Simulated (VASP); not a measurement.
Input of a VASP 6.6.1 run:

Contents of INCAR:

```
PREC = Accurate
ENCUT = 520
EDIFF = 1E-7
ISMEAR = 0
SIGMA = 0.02
LREAL = F
LASPH = T
NELM = 100
ALGO = Normal
ISIF = 2
LWAVE = F
LCHARG = T
GGA = PE
LELF = T
LVHAR = T
NBANDS = 14
```

Contents of KPOINTS:

```
regular mesh
0
Gamma
  8 8 6
```

POSCAR

```
RbH3
1.0
    2.6129658906     -2.6281198526      0.0000000000
    2.6129658906      2.6281198526      0.0000000000
    0.0000000000      0.0000000000      4.9657113341
Rb H
1 3
Direct
    0.0000000000      0.0000000000      0.0000000000
    0.5000000000      0.5000000000      0.2876473655
    0.5000000000      0.5000000000      0.5000000000
    0.5000000000      0.5000000000      0.7123526345
```

Potentials or basis: VASP PAW PBE potentials, release 64 (Rb_sv, H).

The run is started by

```bash
$ cat potpaw_PBE.64/Rb_sv/POTCAR potpaw_PBE.64/H/POTCAR > POTCAR
$ mpirun -np 1 vasp_std > vasp.out
```

(1) What does it give for the largest force?

(2) Predict the pressure.

(3) Predict the band gap on the k mesh.

## Answers

(1) 0.012 eV/Å.

(2) -0.1 GPa.

(3) 1.81 eV, indirect (least direct gap 2.31 eV).
